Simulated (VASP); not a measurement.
BiTe:

```xyz
2
Lattice="2.4227 1.3988 3.3173 -2.4227 1.3988 3.3173 0.0000 -2.7975 3.3173" Properties=species:S:1:pos:R:3 pbc="T T T"
Bi    0.0000    0.0000    4.9759
Te    0.0000    0.0000    0.0000
```

| Quantity | Value |
| --- | --- |
| Program | VASP 6.6.1 |
| Task | relaxation of cell and atoms |
| Functional | RPBE |
| Dispersion | D3(BJ) |
| Potentials or basis | VASP PAW PBE potentials, release 64 (Bi_d, Te) |
| Cutoff | 600 eV |
| k mesh | 7 × 7 × 7 |
| Occupations | fermi-dirac, width 0.05 eV |
| Spin | no spin polarisation |

At the start: pressure -14.1 GPa; volume 33.72 Å³/atom.

Problem. Where does the relaxation end?

Solution. Over 20 steps the energy falls by 921.4 meV/atom and the volume is 21.80 Å³/atom (-35.4 %); space group R-3m (No. 166, to 0.1 Å) before, Pm-3m (No. 221, to 0.1 Å).

Step by step:
```csv
step,energy change (eV),largest force (eV/Å),pressure (GPa),volume (Å³)
1,0.0000,0.0000,-14.14,67.45
2,-0.1509,0.0000,30.84,42.37
3,-0.8993,0.0000,-0.94,52.12
4,-0.9005,0.0000,-0.31,51.78
5,-0.9004,0.0000,0.24,51.49
6,-0.9929,0.0000,0.29,50.60
7,-1.3442,0.0000,-0.79,47.38
8,-1.1000,0.0000,28.44,38.32
9,-1.5356,0.0000,-0.33,45.74
10,-1.7834,0.0000,5.25,42.31
11,-1.7809,0.0000,8.74,41.37
12,-1.8050,0.0000,6.26,41.95
13,-1.8051,0.0000,6.36,41.92
14,-1.8295,0.0000,3.70,42.58
15,-1.8422,0.0000,-0.58,43.78
16,-1.8427,0.0000,0.06,43.59
17,-1.8427,0.0000,0.16,43.56
18,-1.8427,0.0000,0.13,43.57
19,-1.8427,0.0000,0.07,43.58
20,-1.8427,0.0000,0.02,43.60
```

Final structure:
```
Bi Te
1.0
     2.48872    1.43686    2.03200
    -2.48872    1.43686    2.03200
     0.00000   -2.87372    2.03200
Bi Te
1 1
Cartesian
  0.0000 0.0000 3.0480
  0.0000 0.0000 0.0000
```

Caveat: the volume moved by over 15 % at a fixed basis, so the end points are rough; the PAW data sets were made with another functional, which shifts forces and pressure a little.
